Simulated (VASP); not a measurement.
Input of a VASP 6.6.1 run:

Contents of INCAR:

```
  ALGO = Normal
  EDIFF = 1E-6
  ENCUT = 520
  GGA = PS
  ISIF = 2
  ISMEAR = 0
  LASPH = T
  LCHARG = F
  LREAL = F
  LWAVE = F
  NBANDS = 51
  NELM = 60
  PREC = Accurate
  SIGMA = 0.1
```

KPOINTS

```
k-points
0
Gamma
  8 8 8
```

Contents of POSCAR:

```
SnGe2
1.0
    0.0000000000      5.1041625249      4.3872491225
    2.8329184511      0.0000000000      4.3872491225
    2.8329184511      5.1041625249      0.0000000000
Sn Ge
2 4
Direct
    0.0000000000      0.0000000000      0.0000000000
    0.2500000000      0.2500000000      0.2500000000
    0.6565341148      0.6565341148      0.3434658852
    0.3434658852      0.3434658852      0.6565341148
    0.5934658852      0.5934658852      0.9065341148
    0.9065341148      0.9065341148      0.5934658852
```

Potentials or basis: VASP PAW PBE potentials, release 64 (Sn_d, Ge_d).

The run is started by

```bash
$ cat potpaw_PBE.64/Sn_d/POTCAR potpaw_PBE.64/Ge_d/POTCAR > POTCAR
$ mpirun -np 1 vasp_std > vasp.out
```

Problem. Estimate the band gap on the k mesh.

Solution. Zero (band 42 reaches 9.03 eV, above the bottom of band 43 at 4.65 eV).

Problem. Estimate the pressure.

Solution. -0.1 GPa.

Stress tensor (GPa, compression positive):
```
-0.12  0.00  0.00
 0.00 -0.03  0.00
 0.00  0.00 -0.11
```

Caveat: the PAW data sets were made with another functional, which shifts forces and pressure a little; spin-orbit coupling is left out, which moves the levels of the heavy elements.
